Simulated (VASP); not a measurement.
# HfB in VASP: notebook, part 2 of 3

VASP 6.6.1. Earlier steps stand in the parts before.

## Step 4: Electric field gradients, LDA (equal xy, yz and zx shear strains of -2 %)

INCAR

```
  PREC = Accurate
  ENCUT = 520
  EDIFF = 1E-8
  ISMEAR = -1
  SIGMA = 0.05
  LREAL = F
  LASPH = T
  NELM = 60
  ALGO = Normal
  ISIF = 2
  LWAVE = F
  LCHARG = F
  LEFG = T
  NBANDS = 14
```

KPOINTS

```
regular mesh
0
Gamma
  15 15 15
```

POSCAR

```
HfB
1.0
   -0.0462000000      2.2869000000      2.2869000000
    2.2869000000     -0.0462000000      2.2869000000
    2.2869000000      2.2869000000     -0.0462000000
Hf B
1 1
Direct
    0.5000000000      0.5000000000      0.5000000000
    0.0000000000      0.0000000000      0.0000000000
```

Potentials or basis: VASP PAW LDA potentials, release 64 (Hf_pv, B).

The run is started by

```sh
$ cat potpaw_LDA.64/Hf_pv/POTCAR potpaw_LDA.64/B/POTCAR > POTCAR
$ mpirun -np 1 vasp_std > vasp.out
```

OUTCAR:

```text
PREC = Accurate
   ENCUT = 520
   EDIFF = 1E-8
   ISMEAR = -1
   LREAL = F
   LASPH = T
   NELM = 60
   ISIF = 2

 ion  position               nearest neighbor table
   1  0.500  0.500  0.500-   2 2.31   2 2.31   2 2.31   2 2.31   2 2.31   2 2.31
   2  0.000  0.000  0.000-   1 2.31   1 2.31   1 2.31   1 2.31   1 2.31   1 2.31

  LATTYP: Found a trigonal (rhomboedric) cell.
 ALAT       =     3.2344949621
 COS(alpha) =     0.4797000918

  Lattice vectors:

 A1 = (  -0.0462000000,   2.2869000000,   2.2869000000)
 A2 = (   2.2869000000,  -0.0462000000,   2.2869000000)
 A3 = (   2.2869000000,   2.2869000000,  -0.0462000000)

Analysis of symmetry for initial positions (statically):
=====================================================================
 Subroutine PRICEL returns:
 Original cell was already a primitive cell.

 Routine SETGRP: Setting up the symmetry group for a
 trigonal (rhombohedral) supercell.

 Subroutine GETGRP returns: Found 12 space group operations
 (whereof 12 operations were pure point group operations)
 out of a pool of 12 trial point group operations.

The static configuration has the point symmetry D_3d.

Analysis of symmetry for dynamics (positions and initial velocities):
=====================================================================
 Subroutine PRICEL returns:
 Original cell was already a primitive cell.

 Routine SETGRP: Setting up the symmetry group for a
 trigonal (rhombohedral) supercell.

 Subroutine GETGRP returns: Found 12 space group operations
 (whereof 12 operations were pure point group operations)
 out of a pool of 12 trial point group operations.

The dynamic configuration has the point symmetry D_3d.

 Subroutine INISYM returns: Found 12 space group operations
 (whereof 12 operations are pure point group operations),
 and found     1 'primitive' translations

----------------------------------------------------------------------------------------

                                     Primitive cell

  volume of cell :      24.6453

  direct lattice vectors                    reciprocal lattice vectors
    -0.046200000  2.286900000  2.286900000    -0.212120337  0.216493953  0.216493953
     2.286900000 -0.046200000  2.286900000     0.216493953 -0.212120337  0.216493953
     2.286900000  2.286900000 -0.046200000     0.216493953  0.216493953 -0.212120337

  length of vectors
     3.234494962  3.234494962  3.234494962     0.372470537  0.372470537  0.372470537

  position of ions in fractional coordinates (direct lattice)
     0.500000000  0.500000000  0.500000000
     0.000000000  0.000000000  0.000000000

  ion indices of the primitive-cell ions
   primitive index   ion index
                 1           1
                 2           2

----------------------------------------------------------------------------------------

 KPOINTS: regular mesh

Automatic generation of k-mesh.
 Grid dimensions read from file:
 generate k-points for:   15   15   15

 Generating k-lattice:

  Cartesian coordinates                     Fractional coordinates (reciprocal lattice)
[... 75 lines left out ...]
   ISMEAR =    -1;   SIGMA  =   0.05  broadening in eV -4-tet -1-fermi 0-gaus
   EFERMI_NEDOS =   21; number of points for ismear=-14 and -15
   IALGO  =     38    algorithm
   IMIX   =      4    mixing-type and parameters
     AMIX     =   0.40;   BMIX     =  1.00
     AMIX_MAG =   1.60;   BMIX_MAG =  1.00
  volume/ion in A,a.u.               =      12.32        83.16
  Fermi-wavevector in a.u.,A,eV,Ry     =   1.322750  2.499635 23.805664  1.749667
  Thomas-Fermi vector in A             =   2.452408
   LORBIT       =      0    0 simple, 1 ext, 2 COOP (PROOUT), +10 PAW based schemes
   GGA     = CA    functional components
   LHFCALC =     F    Hartree Fock is set to
   AEXX    =    0.0000 exact exchange contribution
   IVDW    =     0    specifies the selected vdW correction
   LEPSILON=     F    determine dielectric tensor
   LRPA    =     F    only Hartree local field effects (RPA)
 non-spin polarized calculation
  energy-cutoff  :      520.00
  volume of cell :       24.65
 maximum number of plane-waves:       675
   NGX = 13   NGY = 13   NGZ = 13

 number of electron      13.0000000 magnetization

 Free energy of the ion-electron system (eV)
  ---------------------------------------------------
  ext. energy  EPLUGINS =         0.00000000
  ---------------------------------------------------
  free energy    TOTEN  =       -18.86952368 eV

  energy without entropy =      -18.86152102  energy(sigma->0) =      -18.86552235

 E-fermi :   5.1146     XC(G=0): -12.4546

 val. band max:        5.1089929502   @ k =   0.2000   0.2000   0.1333
 cond. band min:       5.1265684590   @ k =  -0.0667   0.2000   0.0667
 fundamental gap:      0.0175755088
 Fermi energy:         5.1146355013

 k-point     1 :       0.0000    0.0000    0.0000
  band No.  band energies     occupation
      1     -23.0866      2.00000
      2     -23.0866      2.00000
      3     -23.0394      2.00000
      4      -4.3425      2.00000
      5       7.0506      0.00000
      6       7.0506      0.00000
      7       7.5190      0.00000
      8       8.9842      0.00000
      9       8.9842      0.00000
     10       9.2210      0.00000
     11       9.2671      0.00000
     12       9.2671      0.00000
     13      16.8698      0.00000
     14      18.2301      0.00000
[... 377 lines left out ...]
      1     -23.2875      2.00000
      2     -23.1440      2.00000
      3     -23.1168      2.00000
      4      -3.2542      2.00000
      5       4.6138      1.99991
      6       5.6907      0.00002
      7       6.5677      0.00000
      8       6.9743      0.00000
      9       9.5848      0.00000
     10      10.8119      0.00000
     11      11.5683      0.00000
     12      14.3056      0.00000
     13      19.2541      0.00000
     14      19.3528      0.00000

 [... further k-points ...]
[... 5 lines left out ...]
  --------------------------------------------------------------------------------------
  -------------------------------------------------------------------------------------
  Total        3.0856457      3.0856457      3.0856457      0.1853532      0.1853532      0.1853532
  in kB      200.5958228    200.5958228    200.5958228     12.0496911     12.0496911     12.0496911
  external PRESSURE =     200.5958228 kB  Pullay stress =       0.0000000 kB

 VOLUME and BASIS-vectors are now :
 -----------------------------------------------------------------------------
  energy-cutoff  :      520.00
  volume of cell :       24.65
      direct lattice vectors                 reciprocal lattice vectors
    -0.046200000  2.286900000  2.286900000    -0.212120337  0.216493953  0.216493953
     2.286900000 -0.046200000  2.286900000     0.216493953 -0.212120337  0.216493953
     2.286900000  2.286900000 -0.046200000     0.216493953  0.216493953 -0.212120337

 POSITION                                       TOTAL-FORCE (eV/Angst)
 -----------------------------------------------------------------------------------
      2.26380      2.26380      2.26380         0.000000      0.000000     -0.000000
      0.00000      0.00000      0.00000        -0.000000     -0.000000      0.000000
 -----------------------------------------------------------------------------------
    total drift:                               -0.000000     -0.000000      0.000000

  FREE ENERGIE OF THE ION-ELECTRON SYSTEM (eV)
  ---------------------------------------------------
  free  energy   TOTEN  =       -18.8695236810 eV

  energy  without entropy=      -18.8615210246  energy(sigma->0) =      -18.86552235

 Electric field gradients (V/A^2)
---------------------------------------------------------------------
 ion       V_xx      V_yy      V_zz      V_xy      V_xz      V_yz
---------------------------------------------------------------------
   1      -0.000     0.000     0.000    -6.677    -6.677    -6.677
   2      -0.000     0.000     0.000     0.826     0.826     0.826
---------------------------------------------------------------------

 Electric field gradients after diagonalization (V/A^2)
 (convention: |V_zz| > |V_xx| > |V_yy|)
----------------------------------------------------------------------
 ion       V_xx      V_yy      V_zz     asymmetry (V_yy - V_xx)/ V_zz
----------------------------------------------------------------------
   1       6.677     6.677   -13.353       0.000
   2      -0.826    -0.826     1.652       0.000
----------------------------------------------------------------------

           NMR quadrupolar parameters

 Cq : quadrupolar parameter    Cq=e*Q*V_zz/h
 eta: asymmetry parameters     (V_yy - V_xx)/ V_zz
 Q  : nuclear electric quadrupole moment in mb (millibarn)
----------------------------------------------------------------------
 ion       Cq(MHz)       eta       Q (mb)
----------------------------------------------------------------------
   1      -0.032       0.000       1.000
   2       0.004       0.000       1.000
----------------------------------------------------------------------
```

Wall time 2.1 min (1 thread of AMD EPYC 7R13 (Zen 3), shared host); peak memory 0.2 GiB.

Results:

```
Free energy : -18.8695 eV
Pressure    : 20.1 GPa
```

Electric field gradients, principal values (V/Å²):
| atom | least | middle | greatest (by size) |
| --- | --- | --- | --- |
| 1 Hf | 6.677 | 6.677 | -13.353 |
| 2 B | -0.826 | -0.826 | 1.652 |

Caveat: the cell differs from its parent crystal (equal xy, yz and zx shear strains of -2 %); without QUAD_EFG the Cq values of the log hold for a quadrupole moment of 1 mb, not for the nuclei; spin-orbit coupling is left out, which moves the levels of the heavy elements.

## Step 5: Electric field gradients, LDA (equal xy, yz and zx shear strains of +2 %)

INCAR

```
SYSTEM = HfB
ALGO = Normal
EDIFF = 1E-8
ENCUT = 520
ISIF = 2
ISMEAR = -1
LASPH = .TRUE.
LCHARG = .FALSE.
LEFG = .TRUE.
LREAL = .FALSE.
LWAVE = .FALSE.
NBANDS = 14
NELM = 100
PREC = Accurate
SIGMA = 0.05
```

KPOINTS

```
k-points
0
G
  15 15 15
  0 0 0
```

POSCAR

```
HfB
1.0
    0.0462000000      2.3331000000      2.3331000000
    2.3331000000      0.0462000000      2.3331000000
    2.3331000000      2.3331000000      0.0462000000
Hf B
1 1
Direct
    0.5000000000      0.5000000000      0.5000000000
    0.0000000000      0.0000000000      0.0000000000
```

Potentials or basis: VASP PAW LDA potentials, release 64 (Hf_pv, B).

The run is started by

```sh
$ cat potpaw_LDA.64/Hf_pv/POTCAR potpaw_LDA.64/B/POTCAR > POTCAR
$ mpirun -np 1 vasp_std > vasp.out
```

OUTCAR:

```text
SYSTEM = HfB
   EDIFF = 1E-8
   ENCUT = 520
   ISIF = 2
   ISMEAR = -1
   LASPH = .TRUE.
   LREAL = .FALSE.
   NELM = 100
   PREC = Accurate

 ion  position               nearest neighbor table
   1  0.500  0.500  0.500-   2 2.31   2 2.31   2 2.31   2 2.31   2 2.31   2 2.31
   2  0.000  0.000  0.000-   1 2.31   1 2.31   1 2.31   1 2.31   1 2.31   1 2.31

  LATTYP: Found a trigonal (rhomboedric) cell.
 ALAT       =     3.2998250954
 COS(alpha) =     0.5197000882

  Lattice vectors:

 A1 = (   0.0462000000,   2.3331000000,   2.3331000000)
 A2 = (   2.3331000000,   0.0462000000,   2.3331000000)
 A3 = (   2.3331000000,   2.3331000000,   0.0462000000)

Analysis of symmetry for initial positions (statically):
=====================================================================
 Subroutine PRICEL returns:
 Original cell was already a primitive cell.

 Routine SETGRP: Setting up the symmetry group for a
 trigonal (rhombohedral) supercell.

[... 596 lines left out ...]
  volume of cell :       24.65
      direct lattice vectors                 reciprocal lattice vectors
     0.046200000  2.333100000  2.333100000    -0.220780078  0.216493086  0.216493086
     2.333100000  0.046200000  2.333100000     0.216493086 -0.220780078  0.216493086
     2.333100000  2.333100000  0.046200000     0.216493086  0.216493086 -0.220780078

 POSITION                                       TOTAL-FORCE (eV/Angst)
 -----------------------------------------------------------------------------------
      2.35620      2.35620      2.35620         0.000000     -0.000000     -0.000000
      0.00000      0.00000      0.00000        -0.000000      0.000000      0.000000
 -----------------------------------------------------------------------------------
    total drift:                                0.000000      0.000000      0.000000

  FREE ENERGIE OF THE ION-ELECTRON SYSTEM (eV)
  ---------------------------------------------------
  free  energy   TOTEN  =       -18.8693355351 eV

  energy  without entropy=      -18.8614744655  energy(sigma->0) =      -18.86540500

 Electric field gradients (V/A^2)
---------------------------------------------------------------------
 ion       V_xx      V_yy      V_zz      V_xy      V_xz      V_yz
---------------------------------------------------------------------
   1       0.000     0.000    -0.000     6.795     6.795     6.795
   2       0.000     0.000    -0.000    -0.808    -0.808    -0.808
---------------------------------------------------------------------

 Electric field gradients after diagonalization (V/A^2)
 (convention: |V_zz| > |V_xx| > |V_yy|)
----------------------------------------------------------------------
 ion       V_xx      V_yy      V_zz     asymmetry (V_yy - V_xx)/ V_zz
----------------------------------------------------------------------
   1      -6.795    -6.795    13.590       0.000
   2       0.808     0.808    -1.617       0.000
----------------------------------------------------------------------

           NMR quadrupolar parameters

 Cq : quadrupolar parameter    Cq=e*Q*V_zz/h
 eta: asymmetry parameters     (V_yy - V_xx)/ V_zz
 Q  : nuclear electric quadrupole moment in mb (millibarn)
----------------------------------------------------------------------
 ion       Cq(MHz)       eta       Q (mb)
----------------------------------------------------------------------
   1       0.033       0.000       1.000
   2      -0.004       0.000       1.000
----------------------------------------------------------------------
```

stdout:

```text
POSCAR found type information on POSCAR HfB
 POSCAR found :  2 types and       2 ions
 scaLAPACK will be used
 LDA part: xc-table for (Slater(with rela. corr.)+CA(PZ))
 , standard interpolation
 POSCAR, INCAR and KPOINTS ok, starting setup
 FFT: planning ... GRIDC
 FFT: planning ... GRID_SOFT
 FFT: planning ... GRID
 WAVECAR not read
 entering main loop
ion   1

ion   2
```

Wall time 4 min (1 thread of AMD EPYC 7R13 (Zen 3), shared host); peak memory 0.21 GiB.

What came out:

```yaml
Free_energy: -18.8693 eV
Pressure: 20.1 GPa
```

Levels at points of the mesh, in eV from the Fermi level:
| k point | band 3 | band 4 | band 5 | band 6 | band 7 | band 8 | band 9 | band 10 | band 11 | band 12 |
| --- | --- | --- | --- | --- | --- | --- | --- | --- | --- | --- |
| (0.00, 0.00, 0.00) | -28.17 | -9.46 | 1.79 | 2.24 | 2.24 | 3.78 | 4.04 | 4.04 | 4.15 | 4.15 |

Electric field gradients, principal values (V/Å²):
```csv
atom,least,middle,greatest (by size)
1 Hf,-6.795,-6.795,13.590
2 B,0.808,0.808,-1.617
```

Caveat: the cell differs from its parent crystal (equal xy, yz and zx shear strains of +2 %); without QUAD_EFG the Cq values of the log hold for a quadrupole moment of 1 mb, not for the nuclei; spin-orbit coupling is left out, which moves the levels of the heavy elements.

[end of part 2 of 3]
